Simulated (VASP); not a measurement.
# Ta (Im-3m) in VASP: notebook

Runs on Ta. Level: PBE. Tasks: single point.

Program: VASP 6.6.1. These are calculated values, not measurements. Logs are shortened: lines on timing, memory, paths and dates and some standing lists are left out, and cuts for length are marked.

## (1) The cell of the first run

Symmetry: Im-3m, No. 229, cubic system. Conventional cell: a = 2.932 Å, b = 2.932 Å, c = 2.932 Å, α = 90.00°, β = 90.00°, γ = 90.00°. Within 3.4 Å of Ta (site symmetry m-3m) lie 14 Ta at 2.54 to 2.93 Å.

## (2) Single point, PBE (volume scaled by 0.7)

Contents of INCAR:

```
  PREC = Accurate
  ENCUT = 520
  EDIFF = 1E-7
  ISMEAR = 0
  SIGMA = 0.05
  LREAL = False
  LASPH = True
  NELM = 80
  ALGO = Normal
  ISIF = 2
  LWAVE = False
  LCHARG = False
  GGA = PE
  NBANDS = 12
```

Contents of KPOINTS:

```
regular mesh
0
Gamma
  22 22 22
```

Contents of POSCAR:

```
Ta
1.0
   -1.4659295069      1.4659295069      1.4659295069
    1.4659295069     -1.4659295069      1.4659295069
    1.4659295069      1.4659295069     -1.4659295069
Ta
1
Direct
    0.0000000000      0.0000000000      0.0000000000
```

Potentials or basis: VASP PAW PBE potentials, release 64 (Ta_pv).

Launch:

```bash
$ cat potpaw_PBE.64/Ta_pv/POTCAR > POTCAR
$ mpirun -np 1 vasp_std > vasp.out
```

OUTCAR:

```text
PREC = Accurate
   ENCUT = 520
   EDIFF = 1E-7
   ISMEAR = 0
   LREAL = False
   LASPH = True
   NELM = 80
   ISIF = 2
   GGA = PE

 ion  position               nearest neighbor table
   1  0.000  0.000  0.000-

  LATTYP: Found a body centered cubic cell.
 ALAT       =     2.9318590138

  Lattice vectors:

 A1 = (  -1.4659295069,   1.4659295069,   1.4659295069)
 A2 = (   1.4659295069,  -1.4659295069,   1.4659295069)
 A3 = (   1.4659295069,   1.4659295069,  -1.4659295069)

Analysis of symmetry for initial positions (statically):
=====================================================================
 Subroutine PRICEL returns:
 Original cell was already a primitive cell.

 Routine SETGRP: Setting up the symmetry group for a
 body centered cubic supercell.

 Subroutine GETGRP returns: Found 48 space group operations
 (whereof 48 operations were pure point group operations)
 out of a pool of 48 trial point group operations.

The static configuration has the point symmetry O_h .

Analysis of symmetry for dynamics (positions and initial velocities):
=====================================================================
 Subroutine PRICEL returns:
 Original cell was already a primitive cell.

 Routine SETGRP: Setting up the symmetry group for a
 body centered cubic supercell.

 Subroutine GETGRP returns: Found 48 space group operations
 (whereof 48 operations were pure point group operations)
 out of a pool of 48 trial point group operations.

The dynamic configuration has the point symmetry O_h .

 Subroutine INISYM returns: Found 48 space group operations
 (whereof 48 operations are pure point group operations),
 and found     1 'primitive' translations

----------------------------------------------------------------------------------------

                                     Primitive cell

  volume of cell :      12.6008

  direct lattice vectors                    reciprocal lattice vectors
    -1.465929507  1.465929507  1.465929507     0.000000000  0.341080521  0.341080521
     1.465929507 -1.465929507  1.465929507     0.341080521  0.000000000  0.341080521
     1.465929507  1.465929507 -1.465929507     0.341080521  0.341080521  0.000000000

  length of vectors
     2.539064386  2.539064386  2.539064386     0.482360699  0.482360699  0.482360699

  position of ions in fractional coordinates (direct lattice)
     0.000000000  0.000000000  0.000000000

  ion indices of the primitive-cell ions
   primitive index   ion index
                 1           1

----------------------------------------------------------------------------------------

 KPOINTS: regular mesh

Automatic generation of k-mesh.
 Grid dimensions read from file:
 generate k-points for:   22   22   22

 Generating k-lattice:

  Cartesian coordinates                     Fractional coordinates (reciprocal lattice)
     0.000000000  0.015503660  0.015503660     0.045454545  0.000000000  0.000000000
     0.015503660  0.000000000  0.015503660     0.000000000  0.045454545  0.000000000
     0.015503660  0.015503660  0.000000000     0.000000000  0.000000000  0.045454545

  Length of vectors
     0.021925486  0.021925486  0.021925486

  Shift w.r.t. Gamma in fractional coordinates (k-lattice)
     0.000000000  0.000000000  0.000000000

 Subroutine IBZKPT returns following result:
 ===========================================

 Found    328 irreducible k-points:

 Following reciprocal coordinates:
            Coordinates               Weight
  0.000000  0.000000  0.000000      1.000000
  0.045455  0.000000  0.000000     12.000000
  0.090909  0.000000  0.000000     12.000000
  0.136364  0.000000  0.000000     12.000000
  0.181818  0.000000  0.000000     12.000000
  0.227273  0.000000  0.000000     12.000000
[... 16 lines left out ...]
  0.090909  0.090909  0.000000     24.000000
  0.136364  0.090909 -0.000000     48.000000
 [... further k-points ...]
   k-points           NKPTS =    328   k-points in BZ     NKDIM =    328   number of bands    NBANDS=     12
   number of dos      NEDOS =    301   number of ions     NIONS =      1
   total plane-waves  NPLWV =   8000
   dimension x,y,z NGX =    20 NGY =   20 NGZ =   20
   dimension x,y,z NGXF=    40 NGYF=   40 NGZF=   40
   ions per type =               1
   NGX,Y,Z   is equivalent  to a cutoff of  13.10, 13.10, 13.10 a.u.
   NGXF,Y,Z  is equivalent  to a cutoff of  26.19, 26.19, 26.19 a.u.
 SYSTEM =  unknown system
   PREC   = accura    normal or accurate (medium, high low for compatibility)
   ISTART =      0    job   : 0-new  1-cont  2-samecut
   ICHARG =      2    charge: 1-file 2-atom 10-const
   ISPIN  =      1    spin polarized calculation?
   LNONCOLLINEAR =      F non collinear calculations
   LSORBIT =      F    spin-orbit coupling
   LASPH  =      T    aspherical Exc in radial PAW
   ENCUT  =  520.0 eV  38.22 Ry    6.18 a.u.   4.72  4.72  4.72*2*pi/ulx,y,z
   NELM   =     80;   NELMIN=  2; NELMDL= -5     # of ELM steps
   EDIFF  = 0.1E-06   stopping-criterion for ELM
   LREAL  =      F    real-space projection
   EDIFFG = 0.1E-05   stopping-criterion for IOM
   NSW    =      0    number of steps for IOM
   IBRION =     -1    ionic relax: 0-MD 1-quasi-New 2-CG
   NFREE  =      0    steps in history (QN), initial steepest desc. (CG)
   ISIF   =      2    stress and relaxation
   ISYM   =      2    0-nonsym 1-usesym 2-fastsym
   POTIM  = 0.5000    time-step for ionic-motion
   TEBEG  =    0.0;   TEEND  =   0.0 temperature during run
   PSTRESS=    0.0 pullay stress
   NELECT =      11.0000    total number of electrons
   NUPDOWN=      -1.0000    fix difference up-down
   EMIN   =  10.00;   EMAX   =-10.00  energy-range for DOS
   EFERMI =   0.00;   METHOD = LEGACY
   ISMEAR =     0;   SIGMA  =   0.05  broadening in eV -4-tet -1-fermi 0-gaus
   EFERMI_NEDOS =   21; number of points for ismear=-14 and -15
   IALGO  =     38    algorithm
   IMIX   =      4    mixing-type and parameters
     AMIX     =   0.40;   BMIX     =  1.00
     AMIX_MAG =   1.60;   BMIX_MAG =  1.00
  volume/ion in A,a.u.               =      12.60        85.03
  Fermi-wavevector in a.u.,A,eV,Ry     =   1.564610  2.956683 33.307103  2.448003
  Thomas-Fermi vector in A             =   2.667208
   LORBIT       =      0    0 simple, 1 ext, 2 COOP (PROOUT), +10 PAW based schemes
   GGA     = PE    functional components
   LHFCALC =     F    Hartree Fock is set to
   AEXX    =    0.0000 exact exchange contribution
   IVDW    =     0    specifies the selected vdW correction
   LEPSILON=     F    determine dielectric tensor
   LRPA    =     F    only Hartree local field effects (RPA)
 non-spin polarized calculation
 Gauss-broadening in eV      SIGMA  =   0.05
  energy-cutoff  :      520.00
  volume of cell :       12.60
 maximum number of plane-waves:       370
   NGX =  9   NGY =  9   NGZ =  9

 number of electron      10.9999998 magnetization

 Free energy of the ion-electron system (eV)
  ---------------------------------------------------
  ext. energy  EPLUGINS =         0.00000000
  ---------------------------------------------------
  free energy    TOTEN  =        -9.87626207 eV

  energy without entropy =       -9.87499030  energy(sigma->0) =       -9.87562618

 E-fermi :   8.9039     XC(G=0): -14.5622

 val. band max:        8.9025244369   @ k =  -0.2273   0.2727   0.1364
 cond. band min:       8.9154501745   @ k =  -0.3636   0.4091   0.1818
 fundamental gap:      0.0129257376
 Fermi energy:         8.9038573196

 k-point     1 :       0.0000    0.0000    0.0000
  band No.  band energies     occupation
      1     -22.8055      2.00000
      2     -22.8055      2.00000
      3     -22.8055      2.00000
      4      -0.2001      2.00000
      5       9.3149      0.00000
      6       9.3149      0.00000
      7       9.3149      0.00000
      8      14.0001      0.00000
      9      14.0001      0.00000
     10      24.5855      0.00000
     11      25.5414      0.00000
     12      25.5414      0.00000

 k-point     2 :       0.0455    0.0000    0.0000
  band No.  band energies     occupation
      1     -22.8908      2.00000
      2     -22.8288      2.00000
      3     -22.8067      2.00000
      4      -0.0465      2.00000
      5       9.2127      0.00000
      6       9.2907      0.00000
      7       9.4609      0.00000
      8      13.8057      0.00000
      9      13.9937      0.00000
     10      24.5855      0.00000
     11      25.6890      0.00000
     12      25.7822      0.00000

 k-point     3 :       0.0909    0.0000    0.0000
  band No.  band energies     occupation
      1     -23.1350      2.00000
      2     -22.8967      2.00000
      3     -22.8102      2.00000
      4       0.3929      2.00000
      5       8.9268      0.51645
      6       9.1944      0.00000
      7       9.8950      0.00000
      8      13.3766      0.00000
      9      13.9836      0.00000
     10      24.5851      0.00000
     11      26.1031      0.00000
     12      26.4833      0.00000
[... 286 lines left out ...]
 k-point    23 :       0.0909    0.0909    0.0000
  band No.  band energies     occupation
      1     -23.7017      2.00000
      2     -23.0034      2.00000
      3     -22.8865      2.00000
      4       1.4311      2.00000
      5       8.4456      2.00000
      6       8.6051      2.00000
      7      11.1464      0.00000
      8      12.6555      0.00000
      9      14.2516      0.00000
     10      24.5844      0.00000
     11      26.7873      0.00000
     12      28.6041      0.00000

 k-point    24 :       0.1364    0.0909   -0.0000
  band No.  band energies     occupation
      1     -24.1091      2.00000
      2     -23.1325      2.00000
      3     -22.9134      2.00000
      4       2.1804      2.00000
      5       8.0136      2.00000
      6       8.2644      2.00000
      7      12.1675      0.00000
      8      12.4898      0.00000
      9      14.4839      0.00000
     10      24.5837      0.00000
     11      27.4432      0.00000
     12      29.4896      0.00000

 [... further k-points ...]
[... 5 lines left out ...]
  --------------------------------------------------------------------------------------
  -------------------------------------------------------------------------------------
  Total       11.4635343     11.4635343     11.4635343      0.0000000      0.0000000      0.0000000
  in kB     1457.5714978   1457.5714978   1457.5714978      0.0000000      0.0000000      0.0000000
  external PRESSURE =    1457.5714978 kB  Pullay stress =       0.0000000 kB

 VOLUME and BASIS-vectors are now :
 -----------------------------------------------------------------------------
  energy-cutoff  :      520.00
  volume of cell :       12.60
      direct lattice vectors                 reciprocal lattice vectors
    -1.465929507  1.465929507  1.465929507     0.000000000  0.341080521  0.341080521
     1.465929507 -1.465929507  1.465929507     0.341080521  0.000000000  0.341080521
     1.465929507  1.465929507 -1.465929507     0.341080521  0.341080521  0.000000000

 POSITION                                       TOTAL-FORCE (eV/Angst)
 -----------------------------------------------------------------------------------
      0.00000      0.00000      0.00000         0.000000     -0.000000      0.000000
 -----------------------------------------------------------------------------------
    total drift:                                0.000000      0.000000      0.000000

  FREE ENERGIE OF THE ION-ELECTRON SYSTEM (eV)
  ---------------------------------------------------
  free  energy   TOTEN  =        -9.8762620658 eV

  energy  without entropy=       -9.8749902974  energy(sigma->0) =       -9.87562618
```

Run time: 23 s. Hardware: 1 thread of Intel Xeon Platinum 8488C (Sapphire Rapids), shared host; peak memory 0.16 GiB.

Results:

```yaml
Free_energy: -9.8763 eV
Pressure: 145.8 GPa
```

Levels at points of the mesh, in eV from the Fermi level:
| k point | band 2 | band 3 | band 4 | band 5 | band 6 | band 7 | band 8 | band 9 |
| --- | --- | --- | --- | --- | --- | --- | --- | --- |
| (0.00, 0.00, 0.00) | -31.71 | -31.71 | -9.10 | 0.41 | 0.41 | 0.41 | 5.10 | 5.10 |
| (0.50, 0.00, 0.00) | -32.77 | -31.77 | -6.44 | -3.13 | 4.11 | 5.42 | 6.89 | 11.81 |
| (0.50, 0.50, 0.50) | -34.01 | -34.01 | -6.68 | -6.68 | 10.07 | 10.07 | 10.07 | 12.74 |

Caveat: spin-orbit coupling is left out, which moves the levels of the heavy elements.

## (3) Single point, PBE (volume scaled by 0.75)

Contents of INCAR:

```
SYSTEM = Ta
  PREC = Accurate
  ENCUT = 520
  EDIFF = 1E-7
  ISMEAR = 0
  SIGMA = 0.05
  LREAL = .False.
  LASPH = .True.
  NELM = 60
  ALGO = Normal
  ISIF = 2
  LWAVE = .False.
  LCHARG = .False.
  GGA = PE
  NBANDS = 12
```

Contents of KPOINTS:

```
Automatic mesh
0
Gamma
  22 22 22
  0 0 0
```

Contents of POSCAR:

```
Ta
1.0
   -1.5000330494      1.5000330494      1.5000330494
    1.5000330494     -1.5000330494      1.5000330494
    1.5000330494      1.5000330494     -1.5000330494
Ta
1
Direct
    0.0000000000      0.0000000000      0.0000000000
```

Potentials or basis: VASP PAW PBE potentials, release 64 (Ta_pv).

Launch:

```bash
$ cat potpaw_PBE.64/Ta_pv/POTCAR > POTCAR
$ mpirun -np 1 vasp_std > vasp.out
```

Run time: 23 s. Hardware: 1 thread of Intel Xeon Platinum 8488C (Sapphire Rapids), shared host; peak memory 0.16 GiB.

It converged, with:

```yaml
Free_energy: -10.5776 eV
Pressure: 105.6 GPa
```

Levels at points of the mesh, in eV from the Fermi level:
| k point | band 3 | band 4 | band 5 | band 6 | band 7 | band 8 |
| --- | --- | --- | --- | --- | --- | --- |
| (0.00, 0.00, 0.00) | -31.91 | -8.87 | 0.58 | 0.58 | 0.58 | 4.97 |
| (0.50, 0.00, 0.00) | -31.96 | -5.92 | -2.68 | 3.51 | 5.17 | 6.55 |
| (0.50, 0.50, 0.50) | -33.82 | -5.94 | -5.94 | 9.45 | 9.45 | 9.45 |

Caveat: spin-orbit coupling is left out, which moves the levels of the heavy elements.

(Part 1 of 3 ends here.)
